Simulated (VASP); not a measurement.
# Ta2SiO3 (P4mm) in VASP: single point with PBE

Aim: the single point of Ta2SiO3 with PBE.

Program: VASP 6.6.1. These are calculated values, not measurements. Logs are shortened: lines on timing, memory, paths and dates and some standing lists are left out, and cuts for length are marked.

## (1) The cell of the first run

It takes space group P4mm (No. 99, tetragonal). Conventional cell: a = 4.174 Å, b = 4.174 Å, c = 4.257 Å, α = 90.00°, β = 90.00°, γ = 90.00°. Within 2.8 Å of Ta (site symmetry 2mm) lie 4 O at 2.10 to 2.25 Å and 2 Si at 2.73 Å. Within 2.2 Å of Si (site symmetry 4mm) lie 5 O at 1.67 to 2.13 Å. O (site symmetry 4mm) has 1 Si at 1.67 Å and 4 Ta at 2.25 Å within 2.3 Å. O (site symmetry 2mm) has 2 Ta at 2.10 to 2.16 Å and 2 Si at 2.13 Å and 2 O at 2.44 Å within 2.8 Å.

The cell was generated, and may not be a known phase.

## (2) Single point, PBE

INCAR

```
PREC = Accurate ; ENCUT = 700
EDIFF = 1E-6 ; ISMEAR = 0
SIGMA = 0.15 ; LREAL = F
LASPH = T ; NELM = 120
ALGO = Normal ; ISIF = 2
LWAVE = F ; LCHARG = F
GGA = PE ; NBANDS = 33
GGA_COMPAT = F
```

KPOINTS

```
regular mesh
0
Gamma
  3 3 3
```

POSCAR

```
Ta2SiO3
1.0
    4.1735387574      0.0000000000      0.0000000000
    0.0000000000      4.1735387574      0.0000000000
    0.0000000000      0.0000000000      4.2570220458
Ta Si O
2 1 3
Direct
    0.0000000000      0.5000000000      0.6661661064
    0.5000000000      0.0000000000      0.6661661064
    0.5000000000      0.5000000000      1.0792766237
    0.5000000000      0.5000000000      0.4713212558
    0.0000000000      0.5000000000      0.1736653438
    0.5000000000      0.0000000000      0.1736653438
```

Potentials or basis: VASP PAW PBE potentials, release 64 (Ta_sv_GW, Si, O).

Started as:

```console
$ cat potpaw_PBE.64/Ta_sv_GW/POTCAR potpaw_PBE.64/Si/POTCAR potpaw_PBE.64/O/POTCAR > POTCAR
$ mpirun -np 1 vasp_std > vasp.out
```

OUTCAR:

```text
PREC = Accurate
   ENCUT = 700
   EDIFF = 1E-6
   ISMEAR = 0
   LREAL = F
   LASPH = T
   NELM = 120
   ISIF = 2
   GGA = PE

 ion  position               nearest neighbor table
   1  0.000  0.500  0.666-   5 2.10   5 2.16   4 2.25   4 2.25   3 2.73   3 2.73   2 2.95   2 2.95
                             2 2.95   2 2.95
   2  0.500  0.000  0.666-   6 2.10   6 2.16   4 2.25   4 2.25   3 2.73   3 2.73   1 2.95   1 2.95
                             1 2.95   1 2.95
   3  0.500  0.500  0.079-   4 1.67   5 2.13   6 2.13   6 2.13   5 2.13   2 2.73   2 2.73   1 2.73
                             1 2.73
   4  0.500  0.500  0.471-   3 1.67   2 2.25   1 2.25   2 2.25   1 2.25
   5  0.000  0.500  0.174-   1 2.10   3 2.13   3 2.13   1 2.16
   6  0.500  0.000  0.174-   2 2.10   3 2.13   3 2.13   2 2.16

  LATTYP: Found a simple tetragonal cell.
 ALAT       =     4.1735387574
 C/A-ratio  =     1.0200029982

  Lattice vectors:

 A1 = (   4.1735387574,   0.0000000000,   0.0000000000)
 A2 = (   0.0000000000,   4.1735387574,   0.0000000000)
 A3 = (   0.0000000000,   0.0000000000,   4.2570220458)

Analysis of symmetry for initial positions (statically):
=====================================================================
 Subroutine PRICEL returns:
 Original cell was already a primitive cell.

 Routine SETGRP: Setting up the symmetry group for a
 simple tetragonal supercell.

 Subroutine GETGRP returns: Found  8 space group operations
 (whereof  8 operations were pure point group operations)
 out of a pool of 16 trial point group operations.

The static configuration has the point symmetry C_4v.

Analysis of symmetry for dynamics (positions and initial velocities):
=====================================================================
 Subroutine PRICEL returns:
 Original cell was already a primitive cell.

 Routine SETGRP: Setting up the symmetry group for a
 simple tetragonal supercell.

 Subroutine GETGRP returns: Found  8 space group operations
 (whereof  8 operations were pure point group operations)
 out of a pool of 16 trial point group operations.

The dynamic configuration has the point symmetry C_4v.

 Subroutine INISYM returns: Found  8 space group operations
 (whereof  8 operations are pure point group operations),
 and found     1 'primitive' translations

----------------------------------------------------------------------------------------

                                     Primitive cell

[... 81 lines left out ...]
   EDIFFG = 0.1E-04   stopping-criterion for IOM
   NSW    =      0    number of steps for IOM
   IBRION =     -1    ionic relax: 0-MD 1-quasi-New 2-CG
   NFREE  =      0    steps in history (QN), initial steepest desc. (CG)
   ISIF   =      2    stress and relaxation
   ISYM   =      2    0-nonsym 1-usesym 2-fastsym
   POTIM  = 0.5000    time-step for ionic-motion
   TEBEG  =    0.0;   TEEND  =   0.0 temperature during run
   PSTRESS=    0.0 pullay stress
   NELECT =      48.0000    total number of electrons
   NUPDOWN=      -1.0000    fix difference up-down
   EMIN   =  10.00;   EMAX   =-10.00  energy-range for DOS
   EFERMI =   0.00;   METHOD = LEGACY
   ISMEAR =     0;   SIGMA  =   0.15  broadening in eV -4-tet -1-fermi 0-gaus
   EFERMI_NEDOS =   21; number of points for ismear=-14 and -15
   IALGO  =     38    algorithm
   IMIX   =      4    mixing-type and parameters
     AMIX     =   0.40;   BMIX     =  1.00
     AMIX_MAG =   1.60;   BMIX_MAG =  1.00
  volume/ion in A,a.u.               =      12.36        83.40
  Fermi-wavevector in a.u.,A,eV,Ry     =   1.416175  2.676183 27.287193  2.005552
  Thomas-Fermi vector in A             =   2.537537
   LORBIT       =      0    0 simple, 1 ext, 2 COOP (PROOUT), +10 PAW based schemes
   GGA     = PE    functional components
   LHFCALC =     F    Hartree Fock is set to
   AEXX    =    0.0000 exact exchange contribution
   IVDW    =     0    specifies the selected vdW correction
   LEPSILON=     F    determine dielectric tensor
   LRPA    =     F    only Hartree local field effects (RPA)
 non-spin polarized calculation
 Gauss-broadening in eV      SIGMA  =   0.15
  energy-cutoff  :      700.00
  volume of cell :       74.15
 maximum number of plane-waves:      3135
   NGX = 19   NGY = 19   NGZ = 19

 number of electron      48.0000004 magnetization

 Free energy of the ion-electron system (eV)
  ---------------------------------------------------
  ext. energy  EPLUGINS =         0.00000000
  ---------------------------------------------------
  free energy    TOTEN  =       -56.29479560 eV

  energy without entropy =      -56.26477222  energy(sigma->0) =      -56.27978391

 E-fermi :   9.4227     XC(G=0): -11.9463

 val. band max:        9.3112127219   @ k =   0.3333   0.3333   0.0000
 cond. band min:       9.5524457624   @ k =   0.3333   0.0000   0.3333
 fundamental gap:      0.2412330405
 Fermi energy:         9.4227186289

 k-point     1 :       0.0000    0.0000    0.0000
  band No.  band energies     occupation
      1     -59.7426      2.00000
      2     -59.6761      2.00000
      3     -26.4460      2.00000
      4     -26.3693      2.00000
      5     -26.3693      2.00000
      6     -26.3037      2.00000
[... 205 lines left out ...]
     32      14.4780      0.00000
     33      15.1373      0.00000

------------------------ aborting loop because EDIFF is reached ----------------------------------------

  FORCE on cell =-STRESS in cart. coord.  units (eV):
  Direction    XX          YY          ZZ          XY          YZ          ZX
  --------------------------------------------------------------------------------------
  -------------------------------------------------------------------------------------
  Total       -0.1317331     -0.1317331      0.0840834      0.0000000      0.0000000      0.0000000
  in kB       -2.8463666     -2.8463666      1.8167949      0.0000000      0.0000000      0.0000000
  external PRESSURE =      -1.2919794 kB  Pullay stress =       0.0000000 kB

 VOLUME and BASIS-vectors are now :
 -----------------------------------------------------------------------------
  energy-cutoff  :      700.00
  volume of cell :       74.15
      direct lattice vectors                 reciprocal lattice vectors
     4.173538757  0.000000000  0.000000000     0.239604819  0.000000000  0.000000000
     0.000000000  4.173538757  0.000000000     0.000000000  0.239604819  0.000000000
     0.000000000  0.000000000  4.257022046     0.000000000  0.000000000  0.234905995

 POSITION                                       TOTAL-FORCE (eV/Angst)
 -----------------------------------------------------------------------------------
      0.00000      2.08677      2.83588        -0.000000     -0.000000      0.009785
      2.08677      0.00000      2.83588        -0.000000     -0.000000      0.009785
      2.08677      2.08677      0.33748        -0.000000     -0.000000     -0.065066
      2.08677      2.08677      2.00642         0.000000      0.000000      0.052059
      0.00000      2.08677      0.73930        -0.000000     -0.000000     -0.003282
      2.08677      0.00000      0.73930        -0.000000     -0.000000     -0.003282
 -----------------------------------------------------------------------------------
    total drift:                                0.000000     -0.000000      0.000076

  FREE ENERGIE OF THE ION-ELECTRON SYSTEM (eV)
  ---------------------------------------------------
  free  energy   TOTEN  =       -56.2947955975 eV

  energy  without entropy=      -56.2647722232  energy(sigma->0) =      -56.27978391
```

OSZICAR:

```text
N       E                     dE             d eps       ncg     rms          rms(c)
DAV:   1     0.460166791385E+03    0.46017E+03   -0.33002E+04   396   0.181E+03
DAV:   2    -0.286929144559E+02   -0.48886E+03   -0.47292E+03   507   0.409E+02
DAV:   3    -0.639695835410E+02   -0.35277E+02   -0.34814E+02   542   0.107E+02
DAV:   4    -0.645794071694E+02   -0.60982E+00   -0.60872E+00   488   0.147E+01
DAV:   5    -0.645974156173E+02   -0.18008E-01   -0.17998E-01   568   0.216E+00    0.898E+01
DAV:   6    -0.568746961401E+02    0.77227E+01   -0.32971E+01   460   0.320E+01    0.107E+02
DAV:   7    -0.569336523439E+02   -0.58956E-01   -0.25212E+00   512   0.724E+00    0.667E+01
DAV:   8    -0.564282805435E+02    0.50537E+00   -0.26479E+00   471   0.863E+00    0.481E+01
DAV:   9    -0.563039773041E+02    0.12430E+00   -0.31592E-01   486   0.339E+00    0.388E+01
DAV:  10    -0.563013147596E+02    0.26625E-02   -0.37397E-02   512   0.116E+00    0.283E+01
DAV:  11    -0.563005332043E+02    0.78156E-03   -0.64164E-03   472   0.491E-01    0.185E+01
DAV:  12    -0.562976401099E+02    0.28931E-02   -0.22449E-03   496   0.268E-01    0.149E+01
DAV:  13    -0.562960294560E+02    0.16107E-02   -0.16928E-03   480   0.227E-01    0.109E+01
DAV:  14    -0.562951503757E+02    0.87908E-03   -0.11246E-03   488   0.185E-01    0.599E+00
DAV:  15    -0.562948988500E+02    0.25153E-03   -0.35009E-04   488   0.989E-02    0.316E+00
DAV:  16    -0.562948101411E+02    0.88709E-04   -0.15515E-04   480   0.661E-02    0.125E+00
DAV:  17    -0.562947962209E+02    0.13920E-04   -0.41751E-05   487   0.337E-02    0.323E-01
DAV:  18    -0.562947955975E+02    0.62334E-06   -0.17428E-06   344   0.720E-03
   1 F= -.56294796E+02 E0= -.56279784E+02  d E =-.300234E-01
```

Wall time 30 s (1 thread of AMD EPYC 7R13 (Zen 3), shared host); peak memory 0.2 GiB.

Results:

```
Free energy            : -56.2948 eV
Pressure               : -0.1 GPa
Largest force          : 0.065 eV/Å
Band gap on the k mesh : zero (bands 24 and 25 overlap by 0.96 eV)
```

Forces on the atoms (eV/Å):
```
Ta   0.000  0.000  0.010
Ta   0.000  0.000  0.010
Si   0.000  0.000 -0.065
O    0.000  0.000  0.052
O    0.000  0.000 -0.003
O    0.000  0.000 -0.003
```

Levels at points of the mesh, in eV from the Fermi level:
| k point | band 21 | band 22 | band 23 | band 24 | band 25 | band 26 | band 27 | band 28 |
| --- | --- | --- | --- | --- | --- | --- | --- | --- |
| (0.00, 0.00, 0.00) | -4.05 | -3.56 | -3.16 | -0.75 | -0.75 | 1.62 | 1.62 | 2.59 |

Caveat: the k points lie up to 0.50 Å⁻¹ apart, too coarse for converged energies and pressures of a metal; spin-orbit coupling is left out, which moves the levels of the heavy elements.

The gap in the log of VASP goes by the Fermi energy; the results here count the filled bands.